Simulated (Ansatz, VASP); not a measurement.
**Two plane-wave programs on KF**

INCAR

```
PREC = Accurate ; ENCUT = 600
EDIFF = 1E-6 ; ISMEAR = -1
SIGMA = 0.008617333262145177 ; LREAL = False
LASPH = True ; NELM = 200
ALGO = Normal ; ISIF = 2
LWAVE = False ; LCHARG = False
LDAU = True ; LDAUTYPE = 2
LDAUL = -1 1 ; LDAUU = 0 1.8
LDAUJ = 0 0 ; LDAUPRINT = 1
GGA = PE ; NBANDS = 15
GGA_COMPAT = False
```

File KPOINTS:

```
Automatic mesh
0
Gamma
  8 8 8
```

POSCAR

```
KF
1.0
    0.0000000000      2.6544134050      2.6544134050
    2.6544134050      0.0000000000      2.6544134050
    2.6544134050      2.6544134050      0.0000000000
K F
1 1
Direct
    0.0000000000      0.0000000000      0.0000000000
    0.5000000000      0.5000000000      0.5000000000
```

Input for Ansatz:

```yaml
crystal:
  lattice:
    - [0.0, 2.654413405, 2.654413405]
    - [2.654413405, 0.0, 2.654413405]
    - [2.654413405, 2.654413405, 0.0]
  atoms:
    - { symbol: K, position: [0.0, 0.0, 0.0] }
    - { symbol: F, position: [0.5, 0.5, 0.5] }
basis:
  ecutwfc: 420
  xc_grid: 3
kpoints:
  mp_grid: { grid: [8, 8, 8] }
hamiltonian:
  xc: pbe
  hubbard: { sites: [{ species: F, l: p, u_eff: 1.8 }], projectors: atomic }
scf:
  occupations: { method: fermi_dirac, width: "100 K" }
output:
  forces: false
  stress: true
  eigenvalues: true
```

Alike in both runs: task single point; functional PBE; k mesh 8 × 8 × 8; no spin polarisation; Hubbard terms F p U = 1.8 eV.

|  | VASP | Ansatz |
| --- | --- | --- |
| version | VASP 6.6.1 | Ansatz 0.2.0 |
| potentials or method | VASP PAW PBE potentials, release 64 (K_sv, F), cutoff 600 eV | scalar-relativistic, plane waves, PAW |
| occupations | fermi-dirac, width 0.00861733 eV | fermi-dirac |
| valence electrons in the cell | 16 | 16 |

```csv
,VASP,Ansatz,Ansatz less VASP
gap on the k mesh at the Fermi level (eV),6.43,7.00,+0.565
least direct gap on the mesh (eV),6.43,7.00,+0.565
pressure (GPa),1.8,2.1,+0.24
```

The programs project onto different local orbitals, so the same U acts differently, and such runs can settle in different states.
